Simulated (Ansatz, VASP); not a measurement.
# One calculation of Pb, two programs

The input INCAR:

```
SYSTEM = Pb
PREC = Accurate
ENCUT = 520
EDIFF = 1E-7
ISMEAR = -1
SIGMA = 0.05
LREAL = .False.
LASPH = .True.
NELM = 80
ALGO = Normal
ISIF = 2
LWAVE = .False.
LCHARG = .True.
GGA = PS
LELF = .True.
LVHAR = .True.
NBANDS = 21
```

KPOINTS

```
regular mesh
0
Gamma
  14 14 8
  0 0 0
```

Contents of POSCAR:

```
Pb
1.0
    2.7521630035      0.0000000000      0.0000000000
   -1.3760815017      2.3834430764      0.0000000000
    0.0000000000      0.0000000000      4.5421981697
Pb
2
Direct
    0.3333333333      0.6666666667      0.2500000000
    0.6666666667      0.3333333333      0.7500000000
```

Input for Ansatz:

```yaml
crystal:
  lattice:
    - [2.7521630035, 0.0, 0.0]
    - [-1.3760815017, 2.3834430764, 0.0]
    - [0.0, 0.0, 4.5421981697]
  atoms:
    - { symbol: Pb, position: [0.3333333333, 0.6666666667, 0.25] }
    - { symbol: Pb, position: [0.6666666667, 0.3333333333, 0.75] }
kpoints:
  mp_grid: { grid: [14, 14, 8] }
scf:
  occupations: { method: fermi_dirac, width: 0.05 }
hamiltonian:
  xc: pbesol
  pseudopotentials: { kind: paw }
output:
  forces: true
  stress: true
  eigenvalues: true
  populations: true
  write_density: true
  write_potential: true
  elf: true
  volumetric_format: npy
```

Change from the starting cell: volume scaled by 0.5, PAW files.

Alike in both runs: task single point; functional PBEsol; k mesh 14 × 14 × 8; occupations fermi-dirac, width 0.05 eV; no spin polarisation.

|  | VASP | Ansatz |
| --- | --- | --- |
| version | VASP 6.6.1 | Ansatz 0.2.0 |
| potentials or method | VASP PAW PBE potentials, release 64 (Pb_d) | PAW with Ansatz's default frozen-core files, scalar-relativistic |
| plane-wave cutoff (eV) | 520 | 420 |
| valence electrons in the cell | 28 | 28 |

|  | VASP | Ansatz | Ansatz less VASP |
| --- | --- | --- | --- |
| pressure (GPa) | 184.1 | 184.2 | +0.07 |

VASP's potentials were made for PBE, not for PBEsol. Both programs put the cell under a high pressure, so it lies far from rest at this level. With one functional, cell and mesh, what is left measures potentials, basis and numerics.

Neither program's run includes spin-orbit coupling. Noted on VASP's run: the cell as given lies far from equilibrium.
